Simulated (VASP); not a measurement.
The system is Si.

```xyz
4
Lattice="3.3256 0.0000 0.0000 -1.6628 2.8800 0.0000 0.0000 0.0000 5.5411" Properties=species:S:1:pos:R:3 pbc="T T T"
Si    0.0000    0.0000    4.4471
Si    0.0000    0.0000    1.0941
Si    0.0000    1.9200    3.4056
Si    1.6628    0.9600    2.1355
```

The cell was built from a structure type or drawn by symmetry, and may not be a known phase.

* Program: VASP 6.6.1
* Task: relaxation of cell and atoms
* Functional: PBE
* Potentials or basis: VASP PAW PBE potentials, release 64 (Si)
* Cutoff: 600 eV
* k mesh: 6 × 6 × 4
* Occupations: gaussian, width 0.1 eV
* Spin: no spin polarisation

At the start: pressure 54.9 GPa; volume 13.27 Å³/atom.

Q: How do energy, volume and symmetry change on relaxing?

A: Over 21 steps the energy falls by 719.3 meV/atom and the volume is 18.97 Å³/atom (+43.0 %); space group P-3m1 (No. 164, to 0.1 Å) before and after.

Step by step:
| step | energy change (eV) | largest force (eV/Å) | pressure (GPa) | volume (Å³) |
| --- | --- | --- | --- | --- |
| 1 | 0.0000 | 1.8462 | 54.93 | 53.07 |
| 2 | -1.3326 | 0.8738 | -13.06 | 96.24 |
| 3 | -2.6255 | 0.9694 | -0.55 | 73.10 |
| 4 | -2.6266 | 0.9669 | -0.02 | 72.66 |
| 5 | -2.6262 | 0.9643 | 0.52 | 72.22 |
| 6 | -2.7147 | 0.6415 | 0.05 | 72.80 |
| 7 | -2.7334 | 0.5472 | 0.01 | 73.15 |
| 8 | -2.7345 | 0.6114 | 0.04 | 73.24 |
| 9 | -2.7942 | 0.3915 | -0.05 | 73.60 |
| 10 | -2.8234 | 0.8241 | 0.91 | 74.61 |
| 11 | -2.8422 | 0.2549 | 0.30 | 74.18 |
| 12 | -2.8426 | 0.3161 | 0.37 | 74.23 |
| 13 | -2.8569 | 0.1854 | 0.17 | 75.08 |
| 14 | -2.8623 | 0.0617 | -0.06 | 76.25 |
| 15 | -2.8680 | 0.0886 | -0.23 | 76.68 |
| 16 | -2.8689 | 0.0979 | -0.32 | 76.90 |
| 17 | -2.8716 | 0.0930 | -0.18 | 76.63 |
| 18 | -2.8741 | 0.1350 | 0.13 | 76.11 |
| 19 | -2.8753 | 0.1020 | 0.04 | 76.10 |
| 20 | -2.8768 | 0.0159 | -0.19 | 76.09 |
| 21 | -2.8771 | 0.0371 | 0.02 | 75.87 |

Final structure:
```xyz
4
Lattice="3.7375 0.0000 0.0000 -1.8687 3.2367 0.0000 0.0000 0.0000 6.2721" Properties=species:S:1:pos:R:3 pbc="T T T"
Si    0.0000    0.0000    5.0932
Si    0.0000    0.0000    1.1789
Si    0.0000    2.1578    4.1261
Si    1.8687    1.0789    2.1460
```

Caveat: the k points lie up to 0.32 Å⁻¹ apart in the final cell, too coarse for converged energies and pressures of a metal; the volume moved by over 15 % at a fixed basis, so the end points are rough.
